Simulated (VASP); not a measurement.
# H23NO10 in VASP: further runs

H23NO10 is run at these levels: PBE+D3(BJ); tasks: single point.

All numbers are computed with VASP 6.6.1; they aren't measurements. Logs are shortened: lines on timing, memory, paths and dates and some standing lists are left out, and cuts for length are marked.

**1. The cell of the first run**

The cell holds an amorphous packing of atoms, 34 atoms: a = 7.610 Å, b = 7.610 Å, c = 7.610 Å, α = 90.00°, β = 90.00°, γ = 90.00°.

**2. Single point, PBE+D3(BJ)**

Input file INCAR:

```
PREC = Accurate
ENCUT = 520
EDIFF = 1E-7
ISMEAR = -1
SIGMA = 0.02
LREAL = Auto
LASPH = T
NELM = 80
ALGO = Normal
ISIF = 2
LWAVE = F
LCHARG = F
GGA = PE
IVDW = 12
NBANDS = 67
```

Input file KPOINTS:

```
Automatic mesh
0
Gamma
  1 1 1
```

Input file POSCAR:

```
H23NO10
1.0
    7.6099360000      0.0000000000      0.0000000000
    0.0000000000      7.6099360000      0.0000000000
    0.0000000000      0.0000000000      7.6099360000
O H N
10 23 1
Direct
    0.4687424441      0.1865455899      0.6531329567
    0.6497295115      0.2491873782      1.1056466178
    0.6877324592      0.7479432153      0.3243916900
    0.7655911955      0.5439336152      0.8777340572
    0.3808047794     -0.1316962455      0.4123556361
   -0.1056119263      0.8990220154      0.7729105738
    0.3501343507      0.5835528709      0.1566241819
    0.1839568690      0.8537391116      0.9127277812
    0.0859534167      0.5149714794      0.5315287803
    0.7027654372      0.4383742518      0.4685847555
    0.4631444995      0.2146141571      0.7823587478
    0.4794389861      0.0592252024      0.6516349152
    0.5737893196      0.3273089287      1.1659099367
    0.5944990865      0.1480958578      1.1557127419
    0.8037649725      0.6794538088      0.3196610326
    0.6336058542      0.6935275146      0.2230110739
    0.7401770527      0.4199903915      0.9165123071
    0.8477863677      0.5637103913      0.9668281047
    0.3462052769     -0.1099352215      0.2908040225
    0.2912508068     -0.0873726139      0.4849186642
   -0.1323401406      0.9015187513      0.6528832831
   -0.1966902218      0.8138570416      0.8012419553
    0.2963625450      0.5078754933      0.0794881849
    0.2980708379      0.6946181939      0.1527476709
    0.0559137422      0.8205982284      0.9257633704
    0.1974523833      0.9837402049      0.8829772024
   -0.0133903886      0.5277048322      0.6144861139
    0.1786085980      0.6033559284      0.5743149482
    0.6183757656      0.4278485391      0.3739321855
    0.6015162283      0.4099377445      0.5685330337
   -0.0009461315      1.1501410787      0.3137739923
   -0.0433117966      1.0252517235      0.1586872741
   -0.1634967758      0.9954748634      0.2994900351
   -0.0278714565      1.0298246923      0.2871509038
```

Potentials or basis: VASP PAW PBE potentials, release 64 (O, H, N).

Command:

```bash
cat potpaw_PBE.64/O/POTCAR potpaw_PBE.64/H/POTCAR potpaw_PBE.64/N/POTCAR > POTCAR
mpirun -np 1 vasp_gam > vasp.out
```

OUTCAR:

```text
PREC = Accurate
   ENCUT = 520
   EDIFF = 1E-7
   ISMEAR = -1
   LREAL = Auto
   LASPH = T
   NELM = 80
   ISIF = 2
   GGA = PE
   IVDW = 12
 IVDW          = 12

 ion  position               nearest neighbor table
   1  0.469  0.187  0.653-  12 0.97  11 1.01
   2  0.650  0.249  0.106-  13 0.95  14 0.96
   3  0.688  0.748  0.324-  16 0.97  15 1.03
   4  0.766  0.544  0.878-  18 0.93  17 1.01
   5  0.381  0.868  0.412-  20 0.94  19 0.98
   6  0.894  0.899  0.773-  21 0.94  22 0.97
   7  0.350  0.584  0.157-  23 0.92  24 0.93
   8  0.184  0.854  0.913-  25 1.01  26 1.02
   9  0.086  0.515  0.532-  27 0.99  28 1.03
  10  0.703  0.438  0.469-  29 0.97  30 1.10
  11  0.463  0.215  0.782-   1 1.01
  12  0.479  0.059  0.652-   1 0.97
  13  0.574  0.327  0.166-   2 0.95
  14  0.594  0.148  0.156-   2 0.96
  15  0.804  0.679  0.320-   3 1.03
  16  0.634  0.694  0.223-   3 0.97
[... 15 lines left out ...]
  32  0.957  0.025  0.159-  34 0.99
  33  0.837  0.995  0.299-  34 1.07
  34  0.972  0.030  0.287-  31 0.96  32 0.99  33 1.07

  LATTYP: Found a simple cubic cell.
 ALAT       =     7.6099360000

  Lattice vectors:

 A1 = (   7.6099360000,   0.0000000000,   0.0000000000)
 A2 = (   0.0000000000,   7.6099360000,   0.0000000000)
 A3 = (   0.0000000000,   0.0000000000,   7.6099360000)

Analysis of symmetry for initial positions (statically):
=====================================================================
 Subroutine PRICEL returns:
 Original cell was already a primitive cell.

 Routine SETGRP: Setting up the symmetry group for a
 simple cubic supercell.

 Subroutine GETGRP returns: Found  1 space group operations
 (whereof  1 operations were pure point group operations)
 out of a pool of 48 trial point group operations.

The static configuration has the point symmetry C_1 .

Analysis of symmetry for dynamics (positions and initial velocities):
=====================================================================
 Subroutine PRICEL returns:
 Original cell was already a primitive cell.

 Routine SETGRP: Setting up the symmetry group for a
 simple cubic supercell.

 Subroutine GETGRP returns: Found  1 space group operations
 (whereof  1 operations were pure point group operations)
 out of a pool of 48 trial point group operations.

The dynamic configuration has the point symmetry C_1 .

 Subroutine INISYM returns: Found  1 space group operations
 (whereof  1 operations are pure point group operations),
 and found     1 'primitive' translations

----------------------------------------------------------------------------------------

                                     Primitive cell

  volume of cell :     440.7000

  direct lattice vectors                    reciprocal lattice vectors
     7.609936000  0.000000000  0.000000000     0.131407150  0.000000000  0.000000000
     0.000000000  7.609936000  0.000000000     0.000000000  0.131407150  0.000000000
     0.000000000  0.000000000  7.609936000     0.000000000  0.000000000  0.131407150

  length of vectors
     7.609936000  7.609936000  7.609936000     0.131407150  0.131407150  0.131407150

  position of ions in fractional coordinates (direct lattice)
     0.468742444  0.186545590  0.653132957
     0.649729511  0.249187378  0.105646618
     0.687732459  0.747943215  0.324391690
     0.765591196  0.543933615  0.877734057
     0.380804779  0.868303754  0.412355636
     0.894388074  0.899022015  0.772910574
[... 26 lines left out ...]
     0.836503224  0.995474863  0.299490035
     0.972128543  0.029824692  0.287150904

  ion indices of the primitive-cell ions
   primitive index   ion index
                 1           1
                 2           2
                 3           3
                 4           4
                 5           5
                 6           6
[... 26 lines left out ...]
                33          33
                34          34

----------------------------------------------------------------------------------------

 KPOINTS: Automatic mesh

Automatic generation of k-mesh.
 Grid dimensions read from file:
 generate k-points for:    1    1    1

 Generating k-lattice:

  Cartesian coordinates                     Fractional coordinates (reciprocal lattice)
     0.131407150  0.000000000  0.000000000     1.000000000  0.000000000  0.000000000
     0.000000000  0.131407150  0.000000000     0.000000000  1.000000000  0.000000000
     0.000000000  0.000000000  0.131407150     0.000000000  0.000000000  1.000000000

  Length of vectors
     0.131407150  0.131407150  0.131407150

  Shift w.r.t. Gamma in fractional coordinates (k-lattice)
     0.000000000  0.000000000  0.000000000

 Subroutine IBZKPT returns following result:
 ===========================================

 Found      1 irreducible k-points:

 Following reciprocal coordinates:
            Coordinates               Weight
  0.000000  0.000000  0.000000      1.000000
   k-points           NKPTS =      1   k-points in BZ     NKDIM =      1   number of bands    NBANDS=     67
   number of dos      NEDOS =    301   number of ions     NIONS =     34
   total plane-waves  NPLWV = 216000
   dimension x,y,z NGX =    60 NGY =   60 NGZ =   60
   dimension x,y,z NGXF=   120 NGYF=  120 NGZF=  120
   ions per type =              10  23   1
   NGX,Y,Z   is equivalent  to a cutoff of  13.11, 13.11, 13.11 a.u.
   NGXF,Y,Z  is equivalent  to a cutoff of  26.22, 26.22, 26.22 a.u.
 SYSTEM =  unknown system
   PREC   = accura    normal or accurate (medium, high low for compatibility)
   ISTART =      0    job   : 0-new  1-cont  2-samecut
   ICHARG =      2    charge: 1-file 2-atom 10-const
   ISPIN  =      1    spin polarized calculation?
   LNONCOLLINEAR =      F non collinear calculations
   LSORBIT =      F    spin-orbit coupling
   LASPH  =      T    aspherical Exc in radial PAW
   ENCUT  =  520.0 eV  38.22 Ry    6.18 a.u.  14.15 14.15 14.15*2*pi/ulx,y,z
   NELM   =     80;   NELMIN=  2; NELMDL= -5     # of ELM steps
   EDIFF  = 0.1E-06   stopping-criterion for ELM
   LREAL  =      T    real-space projection
   EDIFFG = 0.1E-05   stopping-criterion for IOM
   NSW    =      0    number of steps for IOM
   IBRION =     -1    ionic relax: 0-MD 1-quasi-New 2-CG
   NFREE  =      0    steps in history (QN), initial steepest desc. (CG)
   ISIF   =      2    stress and relaxation
   ISYM   =      2    0-nonsym 1-usesym 2-fastsym
   POTIM  = 0.5000    time-step for ionic-motion
   TEBEG  =    0.0;   TEEND  =   0.0 temperature during run
   PSTRESS=    0.0 pullay stress
   NELECT =      88.0000    total number of electrons
   NUPDOWN=      -1.0000    fix difference up-down
   EMIN   =  10.00;   EMAX   =-10.00  energy-range for DOS
   EFERMI =   0.00;   METHOD = LEGACY
   ISMEAR =    -1;   SIGMA  =   0.02  broadening in eV -4-tet -1-fermi 0-gaus
   EFERMI_NEDOS =   21; number of points for ismear=-14 and -15
   IALGO  =     38    algorithm
   IMIX   =      4    mixing-type and parameters
     AMIX     =   0.40;   BMIX     =  1.00
     AMIX_MAG =   1.60;   BMIX_MAG =  1.00
  volume/ion in A,a.u.               =      12.96        87.47
  Fermi-wavevector in a.u.,A,eV,Ry     =   0.956874  1.808230 12.457599  0.915608
  Thomas-Fermi vector in A             =   2.085841
   LORBIT       =      0    0 simple, 1 ext, 2 COOP (PROOUT), +10 PAW based schemes
   GGA     = PE    functional components
   LHFCALC =     F    Hartree Fock is set to
   AEXX    =    0.0000 exact exchange contribution
   IVDW    =    12    specifies the selected vdW correction
   LEPSILON=     F    determine dielectric tensor
   LRPA    =     F    only Hartree local field effects (RPA)
 non-spin polarized calculation
  energy-cutoff  :      520.00
  volume of cell :      440.70
 maximum number of plane-waves:      5919
 NGX is ok and might be reduce to    60
   NGX = 29   NGY = 29   NGZ = 29

 number of electron      87.9999998 magnetization

 Free energy of the ion-electron system (eV)
  ---------------------------------------------------
  ext. energy  EPLUGINS =         0.00000000
  ---------------------------------------------------
  free energy    TOTEN  =      -160.91807122 eV

  energy without entropy =     -160.91807122  energy(sigma->0) =     -160.91807122

 E-fermi :  -2.9180     XC(G=0):  -5.8846

 val. band max:       -3.4236213602   @ k =   0.0000   0.0000   0.0000
 cond. band min:      -0.4578508256   @ k =   0.0000   0.0000   0.0000
 fundamental gap:      2.9657705346
 Fermi energy:        -2.9180131561

 k-point     1 :       0.0000    0.0000    0.0000
  band No.  band energies     occupation
      1     -24.2684      2.00000
      2     -23.6758      2.00000
      3     -23.5170      2.00000
      4     -23.4497      2.00000
      5     -23.0632      2.00000
      6     -22.8156      2.00000
[... 48 lines left out ...]
     55       4.3409      0.00000
     56       4.4216      0.00000
 [bands above 56 left out]

------------------------ aborting loop because EDIFF is reached ----------------------------------------

 Edisp (eV)   -0.87414

 E8    (eV) :    -0.1769

  FORCE on cell =-STRESS in cart. coord.  units (eV):
  Direction    XX          YY          ZZ          XY          YZ          ZX
  --------------------------------------------------------------------------------------
  -------------------------------------------------------------------------------------
  Total      -1.26231     3.98054     3.41702    -3.22634     2.78910     4.05207
  in kB      -4.58917    14.47136    12.42266   -11.72946    10.13986    14.73143
  external pressure =        7.43 kB  Pullay stress =        0.00 kB

 VOLUME and BASIS-vectors are now :
 -----------------------------------------------------------------------------
  energy-cutoff  :      520.00
  volume of cell :      440.70
      direct lattice vectors                 reciprocal lattice vectors
     7.609936000  0.000000000  0.000000000     0.131407150  0.000000000  0.000000000
     0.000000000  7.609936000  0.000000000     0.000000000  0.131407150  0.000000000
     0.000000000  0.000000000  7.609936000     0.000000000  0.000000000  0.131407150

 POSITION                                       TOTAL-FORCE (eV/Angst)
 -----------------------------------------------------------------------------------
      3.56710      1.41960      4.97030        -0.347607      0.441049      1.826624
      4.94440      1.89630      0.80396         0.177743     -0.183040     -0.749968
      5.23360      5.69180      2.46860         2.653450     -0.562506     -0.802027
      5.82610      4.13930      6.67950        -1.232179     -1.851045     -0.576254
      2.89790      6.60774      3.13800         1.389551     -0.524411     -0.823693
      6.80624      6.84150      5.88180        -1.166511     -0.317604      1.426757
[... 26 lines left out ...]
      6.36574      7.57550      2.27910         1.261887      0.673077      1.353878
      7.39784      0.22696      2.18520        -2.124632     -3.816118      0.128575
 -----------------------------------------------------------------------------------
    total drift:                               -0.009103     -0.002815      0.003599

  FREE ENERGIE OF THE ION-ELECTRON SYSTEM (eV)
  ---------------------------------------------------
  free  energy   TOTEN  =      -161.7922139976 eV

  energy  without entropy=     -161.7922139976  energy(sigma->0) =     -161.79221400
```

It took 87 s on 1 thread of Intel Xeon Platinum 8259CL at 2.50GHz (Skylake/Cascade Lake), shared host; peak memory 0.47 GiB.

What came out:

```
Free energy                : -161.7922 eV
Pressure                   : 0.7 GPa
Largest force              : 4.544 eV/Å
Band gap on the k mesh     : 2.97 eV
Dispersion energy per atom : -0.026 eV
```

Forces in eV/Å, atoms in the order of the input:
```
O   -0.348  0.441  1.827
O    0.178 -0.183 -0.750
O    2.653 -0.563 -0.802
O   -1.232 -1.851 -0.576
O    1.390 -0.524 -0.824
O   -1.167 -0.318  1.427
O    2.897 -0.579  2.284
O    0.571  0.768  0.657
O    1.032  1.457  1.062
O   -3.009 -1.383  3.112
H    0.148 -0.267 -1.356
H    0.230 -0.137 -0.318
H   -0.672  1.962  0.336
H    0.251 -1.748  0.062
H   -1.445  1.100  0.701
H   -0.886  0.006 -0.273
H   -0.405  0.756 -0.820
H    1.754  1.012  1.557
H   -0.271  0.273  0.548
H   -1.728  0.756  0.572
H    0.227  0.610 -2.591
H   -0.292 -0.331  0.697
H   -1.570 -1.453 -2.090
H   -1.205  1.588 -0.481
H    1.656  1.353 -0.790
H   -0.989 -2.115  0.439
H    0.437 -0.049 -0.465
H   -1.540 -1.386 -0.702
H    0.129  0.302 -0.453
H    3.026  0.509 -2.213
H    0.041  3.054  1.003
H    1.001  0.083 -2.262
H    1.262  0.673  1.354
N   -2.125 -3.816  0.129
```

Stress tensor (GPa, compression positive):
```
-0.46 -1.17  1.47
-1.17  1.45  1.01
 1.47  1.01  1.24
```

Caveat: the k points lie up to 0.83 Å⁻¹ apart.

**3. Single point, PBE+D3(BJ)**

Input file INCAR:

```
ALGO = Normal
EDIFF = 1E-7
ENCUT = 520
GGA = PE
ISIF = 2
ISMEAR = -1
IVDW = 12
LASPH = True
LCHARG = False
LREAL = Auto
LWAVE = False
NBANDS = 67
NELM = 80
PREC = Accurate
SIGMA = 0.02
```

Input file KPOINTS:

```
k-points
0
Gamma
  1 1 1
```

Input file POSCAR:

```
H23NO10
1.0
    7.6099360000      0.0000000000      0.0000000000
    0.0000000000      7.6099360000      0.0000000000
    0.0000000000      0.0000000000      7.6099360000
O H N
10 23 1
Direct
    0.4669158847      0.1303953148      0.6107935730
    0.6112403573      0.1639698415      1.1219542451
    0.7243556319      0.7660511205      0.3621055420
    0.8485222478      0.4244056717      0.8370109814
    0.2868618080     -0.1617227793      0.5004247079
   -0.1244557116      0.9630961417      0.7115959977
    0.3554169181      0.6303469569      0.0944291779
    0.2882284424      0.9311904857      0.9224781917
    0.0397506628      0.4791236089      0.5496498262
    0.6139999075      0.4218169509      0.4507922274
    0.3322104154      0.1559145833      0.5787039471
    0.4584926864      0.1375044416      0.7309391301
    0.7197432409      0.1506320158      1.0587736875
    0.5070739097      0.1686742175      1.0491941062
    0.7376671762      0.8201908663      0.2531952963
    0.7763534411      0.8034364547      0.4620406794
    0.8772872728      0.5321201124      0.8954871631
    0.9254085711      0.4272309255      0.7325817195
    0.4027234920     -0.1247053852      0.5533817893
    0.2859156766     -0.2151135042      0.3936432580
   -0.0306967102      1.0281163994      0.7762877375
   -0.1331811463      1.0040163281      0.5832506344
    0.3773224900      0.4998070943      0.0633251055
    0.2578208279      0.7095723275      0.0160185316
    0.2672952834      0.9393114476      0.7786136441
    0.3966524817      0.8748036777      0.9494429388
   -0.0075690518      0.4673363876      0.4354570130
    0.0185546896      0.6116345788      0.5582701353
    0.6115688752      0.5475473118      0.4738147601
    0.5382699671      0.3301998860      0.5116337378
   -0.0727469981      1.2598529081      0.3479529920
    0.1157696990      1.1627036022      0.4117905854
   -0.0215639133      1.0756463655      0.2653110355
   -0.0231802212      1.1433079069      0.3836300332
```

Potentials or basis: VASP PAW PBE potentials, release 64 (O, H, N).

Command:

```bash
cat potpaw_PBE.64/O/POTCAR potpaw_PBE.64/H/POTCAR potpaw_PBE.64/N/POTCAR > POTCAR
mpirun -np 1 vasp_gam > vasp.out
```

It took 83 s on 1 thread of Intel Xeon Platinum 8259CL at 2.50GHz (Skylake/Cascade Lake), shared host; peak memory 0.47 GiB.

It converged, with:

```
Free energy                : -161.6277 eV
Pressure                   : -1.2 GPa
Largest force              : 5.521 eV/Å
Band gap on the k mesh     : 2.69 eV
Dispersion energy per atom : -0.026 eV
```

Forces on the atoms (eV/Å):
```
O   -3.463  0.371 -3.811
O   -0.372 -0.244  1.297
O   -2.728 -3.574 -1.325
O   -0.024 -0.670  0.139
O    0.084  2.438  4.953
O    0.096  0.028 -0.508
O   -1.680  0.392 -1.501
O   -2.269  1.348 -3.726
O    0.460  2.782  0.976
O    0.120 -1.396 -0.427
H    3.120 -0.644  0.371
H    0.344  0.352  3.614
H   -0.105  0.266 -1.020
H    0.429 -0.144 -0.492
H    0.537  1.524 -1.147
H    2.148  2.128  2.737
H   -0.005  0.570  0.485
H   -0.308 -0.134 -0.198
H   -0.988 -0.684 -1.785
H    0.998 -1.832 -3.413
H   -0.955 -0.334 -1.189
H    0.924  0.569  1.729
H   -0.902  2.625  0.078
H    2.467 -2.913  1.595
H    0.851 -0.846  3.883
H    1.388 -0.595 -0.251
H   -0.759 -0.676 -1.459
H    0.748 -1.611  0.438
H   -0.747 -0.480  0.339
H    0.979  1.920 -0.182
H   -0.650  0.781  0.053
H   -2.218 -0.245 -0.527
H    0.127  0.016  0.506
N    2.354 -1.089 -0.232
```

Stress tensor (GPa, compression positive):
```
-3.19  1.10 -1.42
 1.10 -1.49  1.71
-1.42  1.71  0.98
```

Levels at points of the mesh, in eV from the valence-band top:
| k point | band 40 | band 41 | band 42 | band 43 | band 44 | band 45 | band 46 | band 47 | band 48 | band 49 |
| --- | --- | --- | --- | --- | --- | --- | --- | --- | --- | --- |
| (0.00, 0.00, 0.00) | -1.30 | -1.29 | -1.12 | -0.80 | 0.00 | 2.69 | 4.73 | 5.09 | 5.38 | 5.53 |

Caveat: the k points lie up to 0.83 Å⁻¹ apart.
